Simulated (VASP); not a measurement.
# KMgF3 (P4/mmm) in VASP: further runs

KMgF3 is run at these levels: PBE; tasks: single point.

All numbers are computed with VASP 6.6.1; they aren't measurements. Logs are shortened: lines on timing, memory, paths and dates and some standing lists are left out, and cuts for length are marked.

## Step 1: The cell of the first run

It takes space group P4/mmm (No. 123, tetragonal). The conventional cell has a = 4.098 Å, b = 4.098 Å, c = 3.770 Å, α = 90.00°, β = 90.00°, γ = 90.00°. Within 3.7 Å of K (site symmetry 4/mmm) lie 12 F at 2.78 to 2.90 Å and 8 Mg at 3.46 Å. Mg (site symmetry 4/mmm) has 6 F at 1.89 to 2.05 Å within 2.5 Å. Within 2.7 Å of F (site symmetry mmm) lie 2 Mg at 2.05 Å. F (site symmetry 4/mmm) has 2 Mg at 1.89 Å within 2.5 Å.

## Step 2: Single point, PBE

INCAR reads:

```
SYSTEM = KMgF3
PREC = Accurate ; ENCUT = 520
EDIFF = 1E-6 ; ISMEAR = 0
SIGMA = 0.05 ; LREAL = .FALSE.
LASPH = .TRUE. ; NELM = 80
ALGO = Normal ; ISIF = 2
LWAVE = .FALSE. ; LCHARG = .FALSE.
GGA = PE ; NBANDS = 24
```

KPOINTS reads:

```
Automatic mesh
0
G
  6 6 6
  0 0 0
```

POSCAR reads:

```
KMgF3
1.0
    4.0982375003      0.0000000000      0.0000000000
    0.0000000000      4.0982375003      0.0000000000
    0.0000000000      0.0000000000      3.7703785003
K Mg F
1 1 3
Direct
    0.5000000000      0.5000000000      0.5000000000
    0.0000000000      0.0000000000      0.0000000000
    0.5000000000      0.0000000000      0.0000000000
    0.0000000000      0.5000000000      0.0000000000
    0.0000000000      0.0000000000      0.5000000000
```

Potentials or basis: VASP PAW PBE potentials, release 64 (K_sv, Mg, F).

Started as:

```console
cat potpaw_PBE.64/K_sv/POTCAR potpaw_PBE.64/Mg/POTCAR potpaw_PBE.64/F/POTCAR > POTCAR
mpirun -np 1 vasp_std > vasp.out
```

OUTCAR:

```text
SYSTEM = KMgF3
   PREC = Accurate
   ENCUT = 520
   EDIFF = 1E-6
   ISMEAR = 0
   LREAL = .FALSE.
   LASPH = .TRUE.
   NELM = 80
   ISIF = 2
   GGA = PE

 ion  position               nearest neighbor table
   1  0.500  0.500  0.500-   3 2.78   4 2.78   3 2.78   4 2.78   3 2.78   3 2.78   4 2.78   4 2.78
                             2 3.46   2 3.46   2 3.46   2 3.46   2 3.46   2 3.46   2 3.46   2 3.46
   2  0.000  0.000  0.000-   5 1.89   5 1.89   3 2.05   4 2.05   4 2.05   3 2.05   1 3.46   1 3.46
                             1 3.46   1 3.46   1 3.46   1 3.46   1 3.46   1 3.46
   3  0.500  0.000  0.000-   2 2.05   2 2.05   1 2.78   1 2.78   1 2.78   1 2.78
   4  0.000  0.500  0.000-   2 2.05   2 2.05   1 2.78   1 2.78   1 2.78   1 2.78
   5  0.000  0.000  0.500-   2 1.89   2 1.89

  LATTYP: Found a simple tetragonal cell.
 ALAT       =     4.0982375003
 C/A-ratio  =     0.9200000000

  Lattice vectors:

 A1 = (   4.0982375003,   0.0000000000,   0.0000000000)
 A2 = (   0.0000000000,   4.0982375003,   0.0000000000)
 A3 = (   0.0000000000,   0.0000000000,   3.7703785003)

Analysis of symmetry for initial positions (statically):
=====================================================================
 Subroutine PRICEL returns:
 Original cell was already a primitive cell.

 Routine SETGRP: Setting up the symmetry group for a
 simple tetragonal supercell.

 Subroutine GETGRP returns: Found 16 space group operations
 (whereof 16 operations were pure point group operations)
 out of a pool of 16 trial point group operations.

The static configuration has the point symmetry D_4h.

Analysis of symmetry for dynamics (positions and initial velocities):
=====================================================================
 Subroutine PRICEL returns:
 Original cell was already a primitive cell.

 Routine SETGRP: Setting up the symmetry group for a
 simple tetragonal supercell.

 Subroutine GETGRP returns: Found 16 space group operations
 (whereof 16 operations were pure point group operations)
 out of a pool of 16 trial point group operations.

The dynamic configuration has the point symmetry D_4h.

 Subroutine INISYM returns: Found 16 space group operations
 (whereof 16 operations are pure point group operations),
 and found     1 'primitive' translations

----------------------------------------------------------------------------------------
[... 93 lines left out ...]
   ISPIN  =      1    spin polarized calculation?
   LNONCOLLINEAR =      F non collinear calculations
   LSORBIT =      F    spin-orbit coupling
   LASPH  =      T    aspherical Exc in radial PAW
   ENCUT  =  520.0 eV  38.22 Ry    6.18 a.u.   7.62  7.62  7.01*2*pi/ulx,y,z
   NELM   =     80;   NELMIN=  2; NELMDL= -5     # of ELM steps
   EDIFF  = 0.1E-05   stopping-criterion for ELM
   LREAL  =      F    real-space projection
   EDIFFG = 0.1E-04   stopping-criterion for IOM
   NSW    =      0    number of steps for IOM
   IBRION =     -1    ionic relax: 0-MD 1-quasi-New 2-CG
   NFREE  =      0    steps in history (QN), initial steepest desc. (CG)
   ISIF   =      2    stress and relaxation
   ISYM   =      2    0-nonsym 1-usesym 2-fastsym
   POTIM  = 0.5000    time-step for ionic-motion
   TEBEG  =    0.0;   TEEND  =   0.0 temperature during run
   PSTRESS=    0.0 pullay stress
   NELECT =      32.0000    total number of electrons
   NUPDOWN=      -1.0000    fix difference up-down
   EMIN   =  10.00;   EMAX   =-10.00  energy-range for DOS
   EFERMI =   0.00;   METHOD = LEGACY
   ISMEAR =     0;   SIGMA  =   0.05  broadening in eV -4-tet -1-fermi 0-gaus
   EFERMI_NEDOS =   21; number of points for ismear=-14 and -15
   IALGO  =     38    algorithm
   IMIX   =      4    mixing-type and parameters
     AMIX     =   0.40;   BMIX     =  1.00
     AMIX_MAG =   1.60;   BMIX_MAG =  1.00
  volume/ion in A,a.u.               =      12.67        85.47
  Fermi-wavevector in a.u.,A,eV,Ry     =   1.303962  2.464132 23.134232  1.700318
  Thomas-Fermi vector in A             =   2.434930
   LORBIT       =      0    0 simple, 1 ext, 2 COOP (PROOUT), +10 PAW based schemes
   GGA     = PE    functional components
   LHFCALC =     F    Hartree Fock is set to
   AEXX    =    0.0000 exact exchange contribution
   IVDW    =     0    specifies the selected vdW correction
   LEPSILON=     F    determine dielectric tensor
   LRPA    =     F    only Hartree local field effects (RPA)
 non-spin polarized calculation
 Gauss-broadening in eV      SIGMA  =   0.05
  energy-cutoff  :      520.00
  volume of cell :       63.33
 maximum number of plane-waves:      1722
   NGX = 15   NGY = 15   NGZ = 15

 number of electron      31.9999976 magnetization

 Free energy of the ion-electron system (eV)
  ---------------------------------------------------
  ext. energy  EPLUGINS =         0.00000000
  ---------------------------------------------------
  free energy    TOTEN  =       -24.31050809 eV

  energy without entropy =      -24.31050809  energy(sigma->0) =      -24.31050809

 E-fermi :  -1.2664     XC(G=0):  -9.6810

 val. band max:       -1.5842678607   @ k =   0.5000   0.5000   0.5000
 cond. band min:       5.6895596693   @ k =   0.0000   0.0000   0.0000
 fundamental gap:      7.2738275300
 Fermi energy:        -1.2663636744

 k-point     1 :       0.0000    0.0000    0.0000
  band No.  band energies     occupation
      1     -27.2596      2.00000
      2     -21.8508      2.00000
      3     -21.0856      2.00000
      4     -20.9491      2.00000
      5     -10.7772      2.00000
      6     -10.7772      2.00000
[... 637 lines left out ...]
     23      12.3586      0.00000
     24      13.7908      0.00000

 [... further k-points ...]
[... 5 lines left out ...]
  --------------------------------------------------------------------------------------
  -------------------------------------------------------------------------------------
  Total        0.3621681      0.3621681      4.2937379      0.0000000      0.0000000      0.0000000
  in kB        9.1630814      9.1630814    108.6342859      0.0000000      0.0000000      0.0000000
  external PRESSURE =      42.3201496 kB  Pullay stress =       0.0000000 kB

 VOLUME and BASIS-vectors are now :
 -----------------------------------------------------------------------------
  energy-cutoff  :      520.00
  volume of cell :       63.33
      direct lattice vectors                 reciprocal lattice vectors
     4.098237500  0.000000000  0.000000000     0.244007332  0.000000000  0.000000000
     0.000000000  4.098237500  0.000000000     0.000000000  0.244007332  0.000000000
     0.000000000  0.000000000  3.770378500     0.000000000  0.000000000  0.265225361

 POSITION                                       TOTAL-FORCE (eV/Angst)
 -----------------------------------------------------------------------------------
      2.04912      2.04912      1.88519         0.000000      0.000000      0.000000
      0.00000      0.00000      0.00000         0.000000      0.000000      0.000000
      2.04912      0.00000      0.00000         0.000000      0.000000      0.000000
      0.00000      2.04912      0.00000         0.000000      0.000000      0.000000
      0.00000      0.00000      1.88519         0.000000      0.000000      0.000000
 -----------------------------------------------------------------------------------
    total drift:                                0.000000     -0.000000      0.000000

  FREE ENERGIE OF THE ION-ELECTRON SYSTEM (eV)
  ---------------------------------------------------
  free  energy   TOTEN  =       -24.3105080921 eV

  energy  without entropy=      -24.3105080921  energy(sigma->0) =      -24.31050809
```

OSZICAR:

```text
N       E                     dE             d eps       ncg     rms          rms(c)
DAV:   1     0.223795966908E+03    0.22380E+03   -0.17434E+04  1968   0.128E+03
DAV:   2    -0.150411775764E+02   -0.23884E+03   -0.23041E+03  2488   0.344E+02
DAV:   3    -0.261110686398E+02   -0.11070E+02   -0.11016E+02  2808   0.687E+01
DAV:   4    -0.265407642918E+02   -0.42970E+00   -0.42961E+00  2544   0.827E+00
DAV:   5    -0.265432555224E+02   -0.24912E-02   -0.24912E-02  2616   0.697E-01    0.907E+00
DAV:   6    -0.243131460233E+02    0.22301E+01   -0.71826E+00  2288   0.192E+01    0.409E+00
DAV:   7    -0.243103850747E+02    0.27609E-02   -0.26149E-01  2304   0.296E+00    0.239E+00
DAV:   8    -0.243104637661E+02   -0.78691E-04   -0.70314E-02  2400   0.239E+00    0.306E-01
DAV:   9    -0.243102381725E+02    0.22559E-03   -0.14445E-02  2512   0.850E-01    0.147E-01
DAV:  10    -0.243104628832E+02   -0.22471E-03   -0.87363E-04  2392   0.190E-01    0.111E-01
DAV:  11    -0.243105239368E+02   -0.61054E-04   -0.71065E-05  2400   0.747E-02    0.494E-02
DAV:  12    -0.243105070465E+02    0.16890E-04   -0.89120E-05  2440   0.641E-02    0.125E-02
DAV:  13    -0.243105082080E+02   -0.11615E-05   -0.28497E-06  2032   0.121E-02    0.249E-03
DAV:  14    -0.243105080921E+02    0.11599E-06   -0.37512E-07  1488   0.572E-03
   1 F= -.24310508E+02 E0= -.24310508E+02  d E =-.856096E-21
```

stdout:

```text
POSCAR found type information on POSCAR K MgF
 POSCAR found :  3 types and       5 ions
 scaLAPACK will be used
 LDA part: xc-table for (Slater+PW92), standard interpolation
 POSCAR, INCAR and KPOINTS ok, starting setup
 FFT: planning ... GRIDC
 FFT: planning ... GRID_SOFT
 FFT: planning ... GRID
 WAVECAR not read
 entering main loop
```

It used 34 s of CPU time on 1 thread of Intel(R) Xeon(R) Platinum 8488C (Sapphire Rapids), with other jobs on the host.

What came out:

* Free energy: -24.3105 eV
* Pressure: 4.2 GPa
* Band gap on the k mesh: 7.27 eV, indirect (least direct gap 7.59 eV)

 A k mesh can miss the band edges.

## Step 3: Single point, PBE

This run uses another cell than the first one, of the same volume but with other edges.

INCAR reads:

```
ALGO     = Normal         # electronic algorithm
EDIFF    = 1E-7           # SCF threshold, eV
ENCUT    = 520            # plane-wave cutoff, eV
GGA      = PE             # functional
ISIF     = 2              # what is computed and relaxed
ISMEAR   = 0              # smearing method
LASPH    = T              # aspherical terms in the spheres
LCHARG   = T              # write CHGCAR
LELF     = T              # ELF
LREAL    = F              # projectors in reciprocal space
LVHAR    = T            
LWAVE    = F              # write WAVECAR
NBANDS   = 24             # bands
NELM     = 80             # most SCF steps
PREC     = Accurate       # precision mode
SIGMA    = 0.05           # smearing width, eV
```

KPOINTS reads:

```
k-points
0
Gamma
  6 6 6
```

POSCAR, as its differences from that of step 2:

```diff
@@ -2,5 +2,5 @@
 1.0
-    4.0982375003      0.0000000000      0.0000000000
-    0.0000000000      4.0982375003      0.0000000000
-    0.0000000000      0.0000000000      3.7703785003
+    4.6013854321      0.0000000000      0.0000000000
+    0.0000000000      4.6013854321      0.0000000000
+    0.0000000000      0.0000000000      2.9909005308
 K Mg F
```

Potentials or basis: VASP PAW PBE potentials, release 64 (K_sv, Mg, F).

Started as:

```console
cat potpaw_PBE.64/K_sv/POTCAR potpaw_PBE.64/Mg/POTCAR potpaw_PBE.64/F/POTCAR > POTCAR
mpirun -np 1 vasp_std > vasp.out
```

It used 32 s of CPU time on 1 thread of Intel(R) Xeon(R) Platinum 8488C (Sapphire Rapids) (shared host).

It converged, with:

| Property | Result |
| --- | --- |
| Free energy | -19.5726 eV |
| Pressure | 34.1 GPa |
| Band gap on the k mesh | 6.34 eV, direct |

Stress tensor (GPa, compression positive):
```
 -5.51   0.00   0.00
  0.00  -5.51   0.00
  0.00   0.00 113.42
```

Levels at points of the mesh, in eV from the valence-band top:
| k point | band 14 | band 15 | band 16 | band 17 | band 18 | band 19 |
| --- | --- | --- | --- | --- | --- | --- |
| (0.00, 0.00, 0.00) | -0.59 | -0.02 | 0.00 | 6.34 | 8.76 | 9.57 |
| (0.50, 0.00, 0.00) | -0.79 | -0.07 | -0.06 | 8.58 | 8.91 | 9.73 |
| (0.50, 0.50, 0.00) | -0.71 | -0.12 | -0.12 | 9.25 | 9.48 | 10.80 |
| (0.00, 0.00, 0.50) | -1.26 | -0.76 | -0.76 | 10.22 | 10.94 | 10.94 |
| (0.50, 0.00, 0.50) | -1.08 | -0.93 | -0.74 | 9.30 | 10.79 | 11.54 |
| (0.50, 0.50, 0.50) | -0.72 | -0.72 | -0.46 | 8.99 | 8.99 | 10.00 |

 A k mesh can miss the band edges.

## Step 4: Single point, PBE

This run uses another cell than the first one, of the same volume but with other edges.

INCAR reads:

```
SYSTEM = KMgF3
  PREC = Accurate
  ENCUT = 520
  EDIFF = 1E-6
  ISMEAR = 0
  SIGMA = 0.05
  LREAL = .FALSE.
  LASPH = .TRUE.
  NELM = 80
  ALGO = Normal
  ISIF = 2
  LWAVE = .FALSE.
  LCHARG = .FALSE.
  GGA = PE
  NBANDS = 24
```

KPOINTS reads:

```
Automatic mesh
0
G
  6 6 6
  0 0 0
```

POSCAR, as its differences from that of step 3:

```diff
@@ -2,5 +2,5 @@
 1.0
-    4.6013854321      0.0000000000      0.0000000000
-    0.0000000000      4.6013854321      0.0000000000
-    0.0000000000      0.0000000000      2.9909005308
+    3.4820043744      0.0000000000      0.0000000000
+    0.0000000000      3.4820043744      0.0000000000
+    0.0000000000      0.0000000000      5.2230065616
 K Mg F
```

Started as:

```console
cat potpaw_PBE.64/K_sv/POTCAR potpaw_PBE.64/Mg/POTCAR potpaw_PBE.64/F/POTCAR > POTCAR
mpirun -np 1 vasp_std > vasp.out
```

It used 33 s of CPU time on 1 thread of Intel(R) Xeon(R) Platinum 8488C (Sapphire Rapids) (shared host).

It converged, with:

| Quantity | Value |
| --- | --- |
| Free energy | -22.3570 eV |
| Pressure | 23.0 GPa |
| Band gap on the k mesh | 6.41 eV, indirect (least direct gap 6.77 eV) |

Stress tensor (GPa, compression positive):
```
36.81  0.00  0.00
 0.00 36.81  0.00
 0.00  0.00 -4.68
```

Levels at points of the mesh, in eV from the valence-band top:
```tsv
k point	band 12	band 13	band 14	band 15	band 16	band 17	band 18	band 19	band 20	band 21
(0.00, 0.00, 0.00)	-0.81	-0.81	-0.69	-0.36	-0.36	6.41	9.19	10.90	11.92	11.92
(0.50, 0.00, 0.00)	-2.00	-1.70	-1.25	-0.94	-0.77	9.70	9.76	10.45	11.74	12.90
(0.50, 0.50, 0.00)	-1.96	-1.11	-0.38	-0.38	0.00	10.53	10.53	10.83	11.79	12.47
(0.00, 0.00, 0.50)	-1.20	-0.82	-0.82	-0.38	-0.38	8.85	8.89	9.42	11.79	12.53
(0.50, 0.00, 0.50)	-1.91	-1.72	-1.14	-1.01	-0.97	9.52	10.75	10.83	11.71	11.87
(0.50, 0.50, 0.50)	-1.96	-0.97	-0.30	-0.30	0.00	9.47	9.47	10.04	11.13	13.62
```

## Step 5: The runs side by side

| cell | gap on the mesh (eV) | pressure (GPa) |
| --- | --- | --- |
| a = 4.098, b = 4.098, c = 3.770 Å, 5 atoms | 7.27 | 4.2 |
| a = 4.601, b = 4.601, c = 2.991 Å, 5 atoms | 6.34 | 34.1 |
| a = 3.482, b = 3.482, c = 5.223 Å, 5 atoms | 6.41 | 23.0 |

Alike in all rows: task single point; level PBE; potentials or basis VASP PAW PBE potentials, release 64 (K_sv, Mg, F); no spin polarisation; k mesh 6 × 6 × 6; cutoff (eV) 520; smearing gaussian 0.05 eV.

Absolute energies hang on the potentials; compare differences alone.
